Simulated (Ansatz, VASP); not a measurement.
**Two plane-wave programs on RbBr**

```
CELL_PARAMETERS angstrom
4.12608 0.00000 0.00000
0.00000 4.12608 0.00000
0.00000 0.00000 4.12608
ATOMIC_POSITIONS crystal
Rb 0.97429 0.97429 0.00000
Br 0.50000 0.50000 0.50000
```

Alike in both runs: task single point; functional PBEsol; k mesh 6 × 6 × 6; occupations gaussian, width 0.05 eV; no spin polarisation.

```csv
,VASP,Ansatz
version,VASP 6.6.1,Ansatz 0.2.0
potentials or method,"VASP PAW PBE potentials, release 64 (Rb_sv, Br), cutoff 520 eV","scalar-relativistic, plane waves, PAW"
valence electrons in the cell,16,16
```

Ansatz gave:

| Quantity | Value |
| --- | --- |
| gap on the k mesh at the Fermi level (eV) | 3.92 |
| least direct gap on the mesh (eV) | 4.07 |
| pressure (GPa) | -0.5 |
| traceless stress, the component that is largest in VASP (GPa) | 0.11 |
| rms of the force components (eV/Å) | 0.060 |

What did VASP give for the same quantities?

gap on the k mesh at the Fermi level (eV): 3.91; least direct gap on the mesh (eV): 4.07; pressure (GPa): -0.5; traceless stress, the component that is largest in VASP (GPa): 0.11; rms of the force components (eV/Å): 0.061.

VASP's potentials were made for PBE, not for PBEsol. Atom by atom the forces differ by 0.001 eV/Å (rms over components).
